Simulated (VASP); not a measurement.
# SrAlF4 (Cmc2_1) in VASP: single point with r2SCAN

Aim: the single point of SrAlF4 with r2SCAN.

Program: VASP 6.6.1. These are calculated values, not measurements. Logs are shortened: lines on timing, memory, paths and dates and some standing lists are left out, and cuts for length are marked.

**1. The cell of the first run**

Symmetry: Cmc2_1, No. 36, orthorhombic system. The conventional cell has a = 3.981 Å, b = 14.256 Å, c = 5.765 Å, α = 90.00°, β = 90.00°, γ = 90.00°. Within 3.3 Å of Sr (site symmetry m) lie 10 F at 2.53 to 3.20 Å. Within 2.4 Å of Al (site symmetry m) lie 6 F at 1.83 to 2.07 Å. F (site symmetry m) has 1 Al at 1.83 Å within 2.4 Å. F (site symmetry m) has 2 Al at 1.94 to 2.07 Å and 1 F at 2.46 Å within 2.6 Å. Within 2.7 Å of F (site symmetry m) lie 1 Al at 1.91 Å and 4 F at 2.46 to 2.61 Å and 3 Sr at 2.53 to 2.60 Å. F (site symmetry m) has 2 Al at 2.03 Å and 4 F at 2.52 to 2.61 Å and 1 Sr at 2.67 Å within 2.7 Å.

**2. Single point, r2SCAN**

The input, POSCAR:

```
SrAlF4
1.0
    3.9814000717     -0.0000001394      0.0000000000
    1.9906997863     -7.1278551573      0.0000000000
    0.0000000000      0.0000000000     -5.7649401911
Sr Al F
2 2 8
Direct
    0.3461811616      0.3076376768      0.9454820999
    0.6538188384      0.6923623232      0.4454820999
    0.9136922948      0.1726154103      0.4111878790
    0.0863077052      0.8273845897      0.9111878790
    0.8359470399      0.3281059203      0.6644427529
    0.1640529601      0.6718940797      0.1644427529
    0.0315345179      0.9369309642      0.5792547763
    0.9684654821      0.0630690358      0.0792547763
    0.8053023448      0.3893953104      0.2176120123
    0.1946976552      0.6106046896      0.7176120123
    0.3856542587      0.2286914826      0.3990404797
    0.6143457413      0.7713085174      0.8990404797
```

The input, INCAR.step1:

```
PREC     = Accurate       # precision mode
ENCUT    = 520            # plane-wave cutoff, eV
ISMEAR   = -1             # smearing method
SIGMA    = 0.0254         # smearing width, eV
LREAL    = F              # projectors in reciprocal space
LASPH    = T              # aspherical terms in the spheres
NELM     = 80             # most SCF steps
NBANDS   = 53             # bands
GGA      = PE             # functional
ALGO     = Normal         # electronic algorithm
EDIFF    = 1E-4           # SCF threshold, eV
LWAVE    = T              # write WAVECAR
LCHARG   = F              # write CHGCAR
```

The input, INCAR.step2:

```
PREC     = Accurate       # precision mode
ENCUT    = 520            # plane-wave cutoff, eV
EDIFF    = 1E-7           # SCF threshold, eV
ISMEAR   = -1             # smearing method
SIGMA    = 0.0254         # smearing width, eV
LREAL    = F              # projectors in reciprocal space
LASPH    = T              # aspherical terms in the spheres
NELM     = 80             # most SCF steps
ALGO     = Normal         # electronic algorithm
ISIF     = 2              # what is computed and relaxed
LWAVE    = F              # write WAVECAR
LCHARG   = F              # write CHGCAR
METAGGA  = R2SCAN         # meta-GGA
LMIXTAU  = T            
NBANDS   = 53             # bands
ISTART   = 1
```

The input, KPOINTS:

```
regular mesh
0
Gamma
  5 5 3
```

Potentials or basis: VASP PAW PBE potentials, release 64 (Sr_sv, Al, F).

Run with:

```bash
$ cat potpaw_PBE.64/Sr_sv/POTCAR potpaw_PBE.64/Al/POTCAR potpaw_PBE.64/F/POTCAR > POTCAR
$ cp INCAR.step1 INCAR
$ mpirun -np 1 vasp_std > vasp.out
$ cp INCAR.step2 INCAR
$ mpirun -np 1 vasp_std > vasp.out
```

OUTCAR:

```text
PREC = Accurate
   ENCUT = 520
   EDIFF = 1E-7
   ISMEAR = -1
   LREAL = F
   LASPH = T
   NELM = 80
   ISIF = 2
   METAGGA = R2SCAN
   ISTART = 1

 ion  position               nearest neighbor table
   1  0.346  0.308  0.945-  10 2.53   5 2.57   5 2.57   9 2.60   9 2.60  11 2.67   8 2.76   8 2.76
                             6 2.89  11 3.20   3 3.48   3 3.48   4 3.71   3 3.79   3 3.79   4 3.96
   2  0.654  0.692  0.445-   9 2.53   6 2.57   6 2.57  10 2.60  10 2.60  12 2.67   7 2.76   7 2.76
                             5 2.89  12 3.20   4 3.48   4 3.48   3 3.71   4 3.79   4 3.79   3 3.96
   3  0.914  0.173  0.411-   5 1.83   9 1.91   7 1.94  11 2.03  11 2.03   8 2.07   1 3.48   1 3.48
                             2 3.71   1 3.79   1 3.79   2 3.96   2 3.96
   4  0.086  0.827  0.911-   6 1.83  10 1.91   8 1.94  12 2.03  12 2.03   7 2.07   2 3.48   2 3.48
                             1 3.71   2 3.79   2 3.79   1 3.96   1 3.96
   5  0.836  0.328  0.664-   3 1.83   1 2.57   1 2.57   2 2.89
   6  0.164  0.672  0.164-   4 1.83   2 2.57   2 2.57   1 2.89
   7  0.032  0.937  0.579-   3 1.94   4 2.07   2 2.76   2 2.76
   8  0.968  0.063  0.079-   4 1.94   3 2.07   1 2.76   1 2.76
   9  0.805  0.389  0.218-   3 1.91   2 2.53   1 2.60   1 2.60
  10  0.195  0.611  0.718-   4 1.91   1 2.53   2 2.60   2 2.60
  11  0.386  0.229  0.399-   3 2.03   3 2.03   1 2.67   1 3.20
  12  0.614  0.771  0.899-   4 2.03   4 2.03   2 2.67   2 3.20

  LATTYP: Found a base centered orthorhombic cell.
 ALAT       =     3.9814000717
 B/A-ratio  =     3.5805771634
 C/A-ratio  =     1.4479680734

  Lattice vectors:

 A1 = (   1.9907002854,   7.1278550179,   0.0000000000)
 A2 = (   1.9906997863,  -7.1278551573,   0.0000000000)
 A3 = (   0.0000000000,   0.0000000000,  -5.7649401911)

Analysis of symmetry for initial positions (statically):
=====================================================================
 Subroutine PRICEL returns:
 Original cell was already a primitive cell.

 Routine SETGRP: Setting up the symmetry group for a
 base centered orthorhombic supercell.

 Subroutine GETGRP returns: Found  4 space group operations
 (whereof  2 operations were pure point group operations)
 out of a pool of  8 trial point group operations.

The static configuration has the point symmetry C_1h.
 The point group associated with its full space group is C_2v.

Analysis of symmetry for dynamics (positions and initial velocities):
=====================================================================
 Subroutine PRICEL returns:
 Original cell was already a primitive cell.

 Routine SETGRP: Setting up the symmetry group for a
 base centered orthorhombic supercell.

 Subroutine GETGRP returns: Found  4 space group operations
 (whereof  2 operations were pure point group operations)
 out of a pool of  8 trial point group operations.

The dynamic configuration has the point symmetry C_1h.
 The point group associated with its full space group is C_2v.

 Subroutine INISYM returns: Found  4 space group operations
 (whereof  2 operations are pure point group operations),
 and found     1 'primitive' translations

----------------------------------------------------------------------------------------

                                     Primitive cell

  volume of cell :     163.6023

  direct lattice vectors                    reciprocal lattice vectors
     3.981400072 -0.000000139  0.000000000     0.251167929  0.070147321  0.000000000
     1.990699786 -7.127855157  0.000000000    -0.000000005 -0.140294659  0.000000000
     0.000000000  0.000000000 -5.764940191     0.000000000  0.000000000 -0.173462337

  length of vectors
     3.981400072  7.400621919  5.764940191     0.260779553  0.140294659  0.173462337

  position of ions in fractional coordinates (direct lattice)
     0.346181162  0.307637677  0.945482100
     0.653818838  0.692362323  0.445482100
     0.913692295  0.172615410  0.411187879
     0.086307705  0.827384590  0.911187879
     0.835947040  0.328105920  0.664442753
     0.164052960  0.671894080  0.164442753
     0.031534518  0.936930964  0.579254776
     0.968465482  0.063069036  0.079254776
     0.805302345  0.389395310  0.217612012
     0.194697655  0.610604690  0.717612012
     0.385654259  0.228691483  0.399040480
     0.614345741  0.771308517  0.899040480

  ion indices of the primitive-cell ions
   primitive index   ion index
                 1           1
                 2           2
                 3           3
                 4           4
                 5           5
                 6           6
                 7           7
                 8           8
                 9           9
                10          10
                11          11
                12          12

----------------------------------------------------------------------------------------

 KPOINTS: regular mesh

Automatic generation of k-mesh.
 Grid dimensions read from file:
 generate k-points for:    5    5    3

 Generating k-lattice:

  Cartesian coordinates                     Fractional coordinates (reciprocal lattice)
     0.050233586  0.014029464  0.000000000     0.200000000  0.000000000  0.000000000
    -0.000000001 -0.028058932  0.000000000    -0.000000000  0.200000000  0.000000000
     0.000000000  0.000000000 -0.057820779     0.000000000  0.000000000  0.333333333

  Length of vectors
     0.052155911  0.028058932  0.057820779

  Shift w.r.t. Gamma in fractional coordinates (k-lattice)
     0.000000000  0.000000000  0.000000000

 Subroutine IBZKPT returns following result:
 ===========================================

 Found     18 irreducible k-points:

 Following reciprocal coordinates:
            Coordinates               Weight
  0.000000  0.000000  0.000000      1.000000
  0.200000  0.000000  0.000000      4.000000
  0.400000  0.000000  0.000000      4.000000
  0.000000  0.200000  0.000000      2.000000
  0.400000  0.200000  0.000000      2.000000
 -0.400000  0.200000  0.000000      4.000000
[... 10 lines left out ...]
 -0.000000  0.400000  0.333333      4.000000
 -0.200000  0.400000  0.333333      4.000000
   k-points           NKPTS =     18   k-points in BZ     NKDIM =     18   number of bands    NBANDS=     53
   number of dos      NEDOS =    301   number of ions     NIONS =     12
   total plane-waves  NPLWV =  80640
   dimension x,y,z NGX =    30 NGY =   56 NGZ =   48
   dimension x,y,z NGXF=    60 NGYF=  112 NGZF=   96
   ions per type =               2   2   8
   NGX,Y,Z   is equivalent  to a cutoff of  12.53, 12.58, 13.84 a.u.
   NGXF,Y,Z  is equivalent  to a cutoff of  25.05, 25.16, 27.68 a.u.
 SYSTEM =  unknown system
   PREC   = accura    normal or accurate (medium, high low for compatibility)
   ISTART =      1    job   : 0-new  1-cont  2-samecut
   ICHARG =      0    charge: 1-file 2-atom 10-const
   ISPIN  =      1    spin polarized calculation?
   LNONCOLLINEAR =      F non collinear calculations
   LSORBIT =      F    spin-orbit coupling
   LASPH  =      T    aspherical Exc in radial PAW
   ENCUT  =  520.0 eV  38.22 Ry    6.18 a.u.   7.40 13.76 10.72*2*pi/ulx,y,z
   NELM   =     80;   NELMIN=  2; NELMDL=  0     # of ELM steps
   EDIFF  = 0.1E-06   stopping-criterion for ELM
   LREAL  =      F    real-space projection
   EDIFFG = 0.1E-05   stopping-criterion for IOM
   NSW    =      0    number of steps for IOM
   IBRION =     -1    ionic relax: 0-MD 1-quasi-New 2-CG
   NFREE  =      0    steps in history (QN), initial steepest desc. (CG)
   ISIF   =      2    stress and relaxation
   ISYM   =      2    0-nonsym 1-usesym 2-fastsym
   POTIM  = 0.5000    time-step for ionic-motion
   TEBEG  =    0.0;   TEEND  =   0.0 temperature during run
   PSTRESS=    0.0 pullay stress
   NELECT =      82.0000    total number of electrons
   NUPDOWN=      -1.0000    fix difference up-down
   EMIN   =  10.00;   EMAX   =-10.00  energy-range for DOS
   EFERMI =   0.00;   METHOD = LEGACY
   ISMEAR =    -1;   SIGMA  =   0.03  broadening in eV -4-tet -1-fermi 0-gaus
   EFERMI_NEDOS =   21; number of points for ismear=-14 and -15
   IALGO  =     38    algorithm
   IMIX   =      4    mixing-type and parameters
     AMIX     =   0.40;   BMIX     =  1.00
     AMIX_MAG =   1.60;   BMIX_MAG =  1.00
  volume/ion in A,a.u.               =      13.63        92.00
  Fermi-wavevector in a.u.,A,eV,Ry     =   1.300418  2.457434 23.008633  1.691087
  Thomas-Fermi vector in A             =   2.431618
   LORBIT       =      0    0 simple, 1 ext, 2 COOP (PROOUT), +10 PAW based schemes
   METAGGA = R2SCAN    functional components
   LHFCALC =     F    Hartree Fock is set to
   AEXX    =    0.0000 exact exchange contribution
   IVDW    =     0    specifies the selected vdW correction
   LEPSILON=     F    determine dielectric tensor
   LRPA    =     F    only Hartree local field effects (RPA)
 non-spin polarized calculation
  energy-cutoff  :      520.00
  volume of cell :      163.60
 maximum number of plane-waves:      4429
 NGX is ok and might be reduce to    30
   NGX = 15   NGY = 27   NGZ = 21

 number of electron      82.0000001 magnetization

 Free energy of the ion-electron system (eV)
  ---------------------------------------------------
  ext. energy  EPLUGINS =         0.00000000
  ---------------------------------------------------
  free energy    TOTEN  =      -108.90558539 eV

  energy without entropy =     -108.89826038  energy(sigma->0) =     -108.90192288

 E-fermi :   7.1274     XC(G=0): -10.2003

 val. band max:        7.1227447577   @ k =   0.0000   0.0000   0.3333
 cond. band min:       7.1515778727   @ k =   0.0000   0.2000   0.3333
 fundamental gap:      0.0288331150
 Fermi energy:         7.1273669444

 k-point     1 :       0.0000    0.0000    0.0000
  band No.  band energies     occupation
      1     -32.7471      2.00000
      2     -32.7294      2.00000
      3     -23.2396      2.00000
      4     -23.0109      2.00000
      5     -22.8441      2.00000
      6     -22.7406      2.00000
[... 45 lines left out ...]
     52      10.6047      0.00000
     53      10.7910      0.00000
[... 950 lines left out ...]
     52      10.5029      0.00000
     53      11.0282      0.00000

------------------------ aborting loop because EDIFF is reached ----------------------------------------

  FORCE on cell =-STRESS in cart. coord.  units (eV):
  Direction    XX          YY          ZZ          XY          YZ          ZX
  --------------------------------------------------------------------------------------
  -------------------------------------------------------------------------------------
  Total       -0.1760151     -0.1560746     -0.0209445      0.0000000     -0.0000000      0.0000000
  in kB       -1.7237373     -1.5284570     -0.2051119      0.0000000     -0.0000000      0.0000000
  external PRESSURE =      -1.1524354 kB  Pullay stress =       0.0000000 kB

 VOLUME and BASIS-vectors are now :
 -----------------------------------------------------------------------------
  energy-cutoff  :      520.00
  volume of cell :      163.60
      direct lattice vectors                 reciprocal lattice vectors
     3.981400072 -0.000000139  0.000000000     0.251167929  0.070147321  0.000000000
     1.990699786 -7.127855157  0.000000000    -0.000000005 -0.140294659  0.000000000
     0.000000000  0.000000000 -5.764940191     0.000000000  0.000000000 -0.173462337

 POSITION                                       TOTAL-FORCE (eV/Angst)
 -----------------------------------------------------------------------------------
      1.99070     -2.19280     -5.45065         0.000000      0.003795      0.008113
      3.98140     -4.93506     -2.56818        -0.000000     -0.003795      0.008113
      3.98140     -1.23038     -2.37047         0.000000      0.010040      0.015908
      1.99070     -5.89748     -5.25294        -0.000000     -0.010040      0.015908
      3.98140     -2.33869     -3.83047        -0.000000     -0.006373      0.000124
      1.99070     -4.78916     -0.94800         0.000000      0.006373      0.000124
      1.99070     -6.67831     -3.33937        -0.000000     -0.002507     -0.004951
      3.98140     -0.44955     -0.45690         0.000000      0.002507     -0.004951
      3.98140     -2.77555     -1.25452         0.000000      0.003210     -0.004890
      1.99070     -4.35230     -4.13699        -0.000000     -0.003210     -0.004890
      1.99070     -1.63008     -2.30044         0.000000      0.005557     -0.014305
      3.98140     -5.49778     -5.18291        -0.000000     -0.005557     -0.014305
 -----------------------------------------------------------------------------------
    total drift:                               -0.000000      0.000001      0.003564

  FREE ENERGIE OF THE ION-ELECTRON SYSTEM (eV)
  ---------------------------------------------------
  free  energy   TOTEN  =      -108.9055853874 eV

  energy  without entropy=     -108.8982603798  energy(sigma->0) =     -108.90192288
```

Run time: 19 min. Hardware: 1 thread of AMD EPYC, shared host; peak memory 0.34 GiB.

What came out:

```yaml
Free_energy: -108.9056 eV
Pressure: -0.1 GPa
Largest_force: 0.019 eV/Å
```

Forces on the atoms (eV/Å):
```
Sr   0.000  0.004  0.008
Sr   0.000 -0.004  0.008
Al   0.000  0.010  0.016
Al   0.000 -0.010  0.016
F    0.000 -0.006  0.000
F    0.000  0.006  0.000
F    0.000 -0.003 -0.005
F    0.000  0.003 -0.005
F    0.000  0.003 -0.005
F    0.000 -0.003 -0.005
F    0.000  0.006 -0.014
F    0.000 -0.006 -0.014
```

Levels at points of the mesh, in eV from the Fermi level:
```tsv
k point	band 39	band 40	band 41	band 42	band 43	band 44
(0.00, 0.00, 0.00)	-9.11	-8.93	-2.40	0.96	1.20	1.50
```

Caveat: the k points lie up to 0.36 Å⁻¹ apart; the PAW data sets were made with another functional, which shifts forces and pressure a little.
